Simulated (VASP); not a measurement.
# AlN (P6_3mc) in VASP: notebook, part 2 of 2

VASP 6.6.1.

**3. Relaxation of the atoms, PBE**

This run uses another cell than the first one, of 9.59 Å³/atom.

Input file INCAR:

```
PREC     = Accurate       # precision mode
ENCUT    = 520            # plane-wave cutoff, eV
EDIFF    = 1E-6           # SCF threshold, eV
ISMEAR   = 0              # smearing method
SIGMA    = 0.05           # smearing width, eV
LREAL    = F              # projectors in reciprocal space
LASPH    = T              # aspherical terms in the spheres
NELM     = 80             # most SCF steps
ALGO     = Normal         # electronic algorithm
ISIF     = 2              # what is computed and relaxed
LWAVE    = F              # write WAVECAR
LCHARG   = F              # write CHGCAR
GGA      = PE             # functional
IBRION   = 2              # ionic algorithm
NSW      = 50             # ionic steps
EDIFFG   = -0.01          # ionic threshold
```

Input file KPOINTS:

```
Automatic mesh
0
Gamma
  9 9 6
```

Input file POSCAR:

```
AlN
1.0
    3.0986000000      0.0000000000      0.0000000000
   -1.5493000000      2.6834663162      0.0000000000
    0.0000000000      0.0000000000      4.6156000000
Al N
2 2
Direct
    0.3333333333      0.6666666667      0.0017290859
    0.6666666667      0.3333333333      0.5017290859
    0.3333333333      0.6666666667      0.3832709141
    0.6666666667      0.3333333333      0.8832709141
```

Potentials or basis: VASP PAW PBE potentials, release 64 (Al, N).

Started as:

```
cat potpaw_PBE.64/Al/POTCAR potpaw_PBE.64/N/POTCAR > POTCAR
mpirun -np 1 vasp_std > vasp.out
```

OUTCAR:

```text
PREC = Accurate
   ENCUT = 520
   EDIFF = 1E-6
   ISMEAR = 0
   LREAL = F
   LASPH = T
   NELM = 80
   ISIF = 2
   GGA = PE
   IBRION = 2
   NSW = 50
   EDIFFG = -0.01

 ion  position               nearest neighbor table
   1  0.333  0.667  0.002-   3 1.76   4 1.87   4 1.87   4 1.87   2 2.92   2 2.92   2 2.92   2 2.92
                             2 2.92   2 2.92
   2  0.667  0.333  0.502-   4 1.76   3 1.87   3 1.87   3 1.87   1 2.92   1 2.92   1 2.92   1 2.92
                             1 2.92   1 2.92
   3  0.333  0.667  0.383-   1 1.76   2 1.87   2 1.87   2 1.87
   4  0.667  0.333  0.883-   2 1.76   1 1.87   1 1.87   1 1.87

  LATTYP: Found a hexagonal cell.
 ALAT       =     3.0986000000
 C/A-ratio  =     1.4895759375

  Lattice vectors:

 A1 = (   3.0986000000,   0.0000000000,   0.0000000000)
 A2 = (  -1.5493000000,   2.6834663162,   0.0000000000)
 A3 = (   0.0000000000,   0.0000000000,   4.6156000000)

Analysis of symmetry for initial positions (statically):
=====================================================================
 Subroutine PRICEL returns:
 Original cell was already a primitive cell.

 Routine SETGRP: Setting up the symmetry group for a
 hexagonal supercell.

 Subroutine GETGRP returns: Found 12 space group operations
 (whereof  6 operations were pure point group operations)
 out of a pool of 24 trial point group operations.

The static configuration has the point symmetry C_3v.
 The point group associated with its full space group is C_6v.

Analysis of symmetry for dynamics (positions and initial velocities):
=====================================================================
 Subroutine PRICEL returns:
 Original cell was already a primitive cell.

 Routine SETGRP: Setting up the symmetry group for a
 hexagonal supercell.

 Subroutine GETGRP returns: Found 12 space group operations
 (whereof  6 operations were pure point group operations)
 out of a pool of 24 trial point group operations.

The dynamic configuration has the point symmetry C_3v.
 The point group associated with its full space group is C_6v.

 Subroutine INISYM returns: Found 12 space group operations
 (whereof  6 operations are pure point group operations),
 and found     1 'primitive' translations

----------------------------------------------------------------------------------------

                                     Primitive cell

  volume of cell :      38.3787

  direct lattice vectors                    reciprocal lattice vectors
     3.098600000  0.000000000  0.000000000     0.322726393  0.186326170  0.000000000
    -1.549300000  2.683466316  0.000000000     0.000000000  0.372652339  0.000000000
     0.000000000  0.000000000  4.615600000     0.000000000  0.000000000  0.216656556

  length of vectors
     3.098600000  3.098600000  4.615600000     0.372652339  0.372652339  0.216656556

  position of ions in fractional coordinates (direct lattice)
     0.333333333  0.666666667  0.001729086
     0.666666667  0.333333333  0.501729086
     0.333333333  0.666666667  0.383270914
     0.666666667  0.333333333  0.883270914

  ion indices of the primitive-cell ions
   primitive index   ion index
                 1           1
                 2           2
                 3           3
                 4           4
[... 64 lines left out ...]
   ISTART =      0    job   : 0-new  1-cont  2-samecut
   ICHARG =      2    charge: 1-file 2-atom 10-const
   ISPIN  =      1    spin polarized calculation?
   LNONCOLLINEAR =      F non collinear calculations
   LSORBIT =      F    spin-orbit coupling
   LASPH  =      T    aspherical Exc in radial PAW
   ENCUT  =  520.0 eV  38.22 Ry    6.18 a.u.   5.76  5.76  8.58*2*pi/ulx,y,z
   NELM   =     80;   NELMIN=  2; NELMDL= -5     # of ELM steps
   EDIFF  = 0.1E-05   stopping-criterion for ELM
   LREAL  =      F    real-space projection
   EDIFFG = -.1E-01   stopping-criterion for IOM
   NSW    =     50    number of steps for IOM
   IBRION =      2    ionic relax: 0-MD 1-quasi-New 2-CG
   NFREE  =      1    steps in history (QN), initial steepest desc. (CG)
   ISIF   =      2    stress and relaxation
   ISYM   =      2    0-nonsym 1-usesym 2-fastsym
   POTIM  = 0.5000    time-step for ionic-motion
   TEBEG  =    0.0;   TEEND  =   0.0 temperature during run
   PSTRESS=    0.0 pullay stress
   NELECT =      16.0000    total number of electrons
   NUPDOWN=      -1.0000    fix difference up-down
   EMIN   =  10.00;   EMAX   =-10.00  energy-range for DOS
   EFERMI =   0.00;   METHOD = LEGACY
   ISMEAR =     0;   SIGMA  =   0.05  broadening in eV -4-tet -1-fermi 0-gaus
   EFERMI_NEDOS =   21; number of points for ismear=-14 and -15
   IALGO  =     38    algorithm
   IMIX   =      4    mixing-type and parameters
     AMIX     =   0.40;   BMIX     =  1.00
     AMIX_MAG =   1.60;   BMIX_MAG =  1.00
  volume/ion in A,a.u.               =       9.59        64.75
  Fermi-wavevector in a.u.,A,eV,Ry     =   1.222977  2.311091 20.349856  1.495672
  Thomas-Fermi vector in A             =   2.358104
   LORBIT       =      0    0 simple, 1 ext, 2 COOP (PROOUT), +10 PAW based schemes
   GGA     = PE    functional components
   LHFCALC =     F    Hartree Fock is set to
   AEXX    =    0.0000 exact exchange contribution
   IVDW    =     0    specifies the selected vdW correction
   LEPSILON=     F    determine dielectric tensor
   LRPA    =     F    only Hartree local field effects (RPA)
 conjugate gradient relaxation of ions
 non-spin polarized calculation
 Gauss-broadening in eV      SIGMA  =   0.05
  energy-cutoff  :      520.00
  volume of cell :       38.38
 maximum number of plane-waves:      1049
 NGX is ok and might be reduce to    24
   NGX = 11   NGY = 11   NGZ = 17

--------------------------------------- Ionic step        1  -------------------------------------------

 number of electron      15.9999998 magnetization

 Free energy of the ion-electron system (eV)
  ---------------------------------------------------
  ext. energy  EPLUGINS =         0.00000000
  ---------------------------------------------------
  free energy    TOTEN  =       -29.27839578 eV

  energy without entropy =      -29.27839578  energy(sigma->0) =      -29.27839578

------------------------ aborting loop because EDIFF is reached ----------------------------------------

  FORCE on cell =-STRESS in cart. coord.  units (eV):
  Direction    XX          YY          ZZ          XY          YZ          ZX
  --------------------------------------------------------------------------------------
  -------------------------------------------------------------------------------------
  Total        3.0156736      3.0156736     12.1063181      0.0000000      0.0000000      0.0000000
  in kB      125.8940143    125.8940143    505.3972039      0.0000000      0.0000000      0.0000000
  external PRESSURE =     252.3950775 kB  Pullay stress =       0.0000000 kB
[... 63 lines left out ...]
--------------------------------------- Ionic step        3  -------------------------------------------

 number of electron      15.9999997 magnetization

 Free energy of the ion-electron system (eV)
  ---------------------------------------------------
  ext. energy  EPLUGINS =         0.00000000
  ---------------------------------------------------
  free energy    TOTEN  =       -29.42182503 eV

  energy without entropy =      -29.42182503  energy(sigma->0) =      -29.42182503

 E-fermi :   7.7965     XC(G=0): -11.2877

 val. band max:        7.5553662529   @ k =   0.0000   0.0000   0.0000
 cond. band min:      11.9833430734   @ k =   0.0000   0.0000   0.0000
 fundamental gap:      4.4279768204
 Fermi energy:         7.7964891073

 k-point     1 :       0.0000    0.0000    0.0000
  band No.  band energies     occupation
      1      -8.7161      2.00000
      2      -5.9342      2.00000
      3       0.8905      2.00000
      4       5.6958      2.00000
      5       5.6958      2.00000
      6       6.6100      2.00000
      7       6.6100      2.00000
      8       7.5554      2.00000
      9      11.9833      0.00000
     10      13.8368      0.00000
     11      18.0644      0.00000
     12      18.0644      0.00000
[... 331 lines left out ...]
 k-point    24 :       0.3333    0.3333    0.1667
  band No.  band energies     occupation
      1      -5.9557      2.00000
      2      -5.9557      2.00000
      3       1.8022      2.00000
      4       2.6188      2.00000
      5       2.6188      2.00000
      6       4.3262      2.00000
      7       5.2540      2.00000
      8       5.2540      2.00000
      9      13.0547      0.00000
     10      15.4766      0.00000
     11      16.7875      0.00000
     12      16.7875      0.00000

 [... further k-points ...]

------------------------ aborting loop because EDIFF is reached ----------------------------------------

  FORCE on cell =-STRESS in cart. coord.  units (eV):
  Direction    XX          YY          ZZ          XY          YZ          ZX
  --------------------------------------------------------------------------------------
  -------------------------------------------------------------------------------------
  Total        4.3792524      4.3792524      7.1182976      0.0000000      0.0000000     -0.0000000
  in kB      182.8187488    182.8187488    297.1644794      0.0000000      0.0000000     -0.0000000
  external PRESSURE =     220.9339923 kB  Pullay stress =       0.0000000 kB
[... 19 lines left out ...]
  FREE ENERGIE OF THE ION-ELECTRON SYSTEM (eV)
  ---------------------------------------------------
  free  energy   TOTEN  =       -29.4218250280 eV

  energy  without entropy=      -29.4218250280  energy(sigma->0) =      -29.42182503

 reached required accuracy - stopping structural energy minimisation
```

It took 67 s on 1 thread of Intel Xeon 8259CL, shared host; peak memory 0.16 GiB.

What came out:

* Free energy: -29.4218 eV
* Energy gained by relaxing: 35.9 meV/atom
* Ionic steps: 3
* Pressure after relaxing: 22.1 GPa
* Largest force after relaxing: 0.005 eV/Å
* Band gap on the k mesh: 4.43 eV

Forces in eV/Å, atoms in the order of the input:
```
Al   0.000  0.000 -0.005
Al   0.000  0.000 -0.005
N    0.000  0.000  0.005
N    0.000  0.000  0.005
```

Step by step:
| step | energy change (eV) | largest force (eV/Å) | pressure (GPa) |
| --- | --- | --- | --- |
| 1 | 0.0000 | 1.6930 | 25.24 |
| 2 | -0.0900 | 0.7007 | 21.23 |
| 3 | -0.1434 | 0.0048 | 22.09 |

Final structure:
```cif
data_structure
_symmetry_space_group_name_H-M 'P 1'
_symmetry_Int_Tables_number 1
_cell_length_a 3.0986
_cell_length_b 3.0986
_cell_length_c 4.6156
_cell_angle_alpha 90.000
_cell_angle_beta 90.000
_cell_angle_gamma 120.000
_cell_volume 38.38
loop_
_atom_site_label
_atom_site_type_symbol
_atom_site_fract_x
_atom_site_fract_y
_atom_site_fract_z
_atom_site_occupancy
Al1 Al 0.33333 0.66667 0.99161 1
Al2 Al 0.66667 0.33333 0.49161 1
N1 N 0.33333 0.66667 0.39339 1
N2 N 0.66667 0.33333 0.89339 1
```

Levels at points of the mesh, in eV from the valence-band top:
```csv
k point,band 4,band 5,band 6,band 7,band 8,band 9,band 10,band 11,band 12
"(0.00, 0.00, 0.00)",-1.86,-1.86,-0.95,-0.95,0.00,4.43,6.28,10.51,10.51
"(0.00, 0.00, 0.50)",-3.58,-1.42,-1.42,-1.42,-1.42,6.51,6.51,10.79,10.79
```

Caveat: an odd mesh through Γ misses points on the zone boundary, where band edges can lie.
